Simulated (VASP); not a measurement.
Input of a VASP 6.6.1 run:

The input INCAR:

```
PREC     = Accurate       # precision mode
ENCUT    = 520            # plane-wave cutoff, eV
EDIFF    = 1E-6           # SCF threshold, eV
ISMEAR   = 1              # smearing method
SIGMA    = 0.05           # smearing width, eV
LREAL    = False          # projectors in reciprocal space
LASPH    = True           # aspherical terms in the spheres
NELM     = 80             # most SCF steps
ALGO     = Normal         # electronic algorithm
ISIF     = 2              # what is computed and relaxed
LWAVE    = False          # write WAVECAR
LCHARG   = False          # write CHGCAR
GGA      = RE             # functional
NBANDS   = 19             # bands
```

The input KPOINTS:

```
regular mesh
0
Gamma
  7 7 4
```

POSCAR

```
Zr
1.0
    3.2901000000      0.0027400000      0.0605300000
   -1.6426800000      2.7196800000     -0.0246500000
    0.0963900000      0.0103200000      5.0486600000
Zr
2
Direct
    0.2870756118      0.6742988306      0.2260254199
    0.6696100000      0.3256300000      0.7467000000
```

Potentials or basis: VASP PAW PBE potentials, release 64 (Zr_sv).

Launch:

```sh
$ cat potpaw_PBE.64/Zr_sv/POTCAR > POTCAR
$ mpirun -np 1 vasp_std > vasp.out
```

(1) Estimate the pressure.

(2) Predict the band gap on the k mesh.

(3) Predict the largest force.

## Answers

(1) 5.6 GPa.

(2) zero (band 12 reaches 10.09 eV, above the bottom of band 13 at 9.18 eV).

(3) 0.664 eV/Å.

Caveat: the PAW data sets were made with another functional, which shifts forces and pressure a little.
